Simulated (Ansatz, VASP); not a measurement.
# One calculation of Ag, two programs

```
CELL_PARAMETERS angstrom
2.93000 0.00000 0.00000
-1.46500 2.53745 0.00000
0.00000 0.00000 4.79000
ATOMIC_POSITIONS crystal
Ag 0.28738 0.62831 0.26730
Ag 0.66667 0.33333 0.75000
```

Change from the starting cell: one atom moved.

Alike in both runs: task single point; functional PBEsol; k mesh 15 × 15 × 8; occupations gaussian, width 0.1 eV; no spin polarisation.

|  | VASP | Ansatz |
| --- | --- | --- |
| version | VASP 6.6.1 | Ansatz 0.2.0 |
| potentials or method | VASP PAW PBE potentials, release 64 (Ag), cutoff 520 eV | scalar-relativistic, plane waves, PAW |
| valence electrons in the cell | 22 | 38 |

```tsv
	VASP	Ansatz	Ansatz less VASP
gap on the k mesh at the Fermi level (eV)	none	none	-
pressure (GPa)	-6.1	-6.0	+0.14
traceless stress, the component that is largest in VASP (GPa)	1.47	1.50	+0.026
rms of the force components (eV/Å)	0.225	0.228	+0.0026
```

VASP's potentials were made for PBE, not for PBEsol. Atom by atom the forces differ by 0.003 eV/Å (rms over components). A gap of «none» marks a metal or a gap that the smearing closes. VASP's potentials hold 22 valence electrons a cell and Ansatz's 38, so a difference there can come from the potentials and not from the codes.
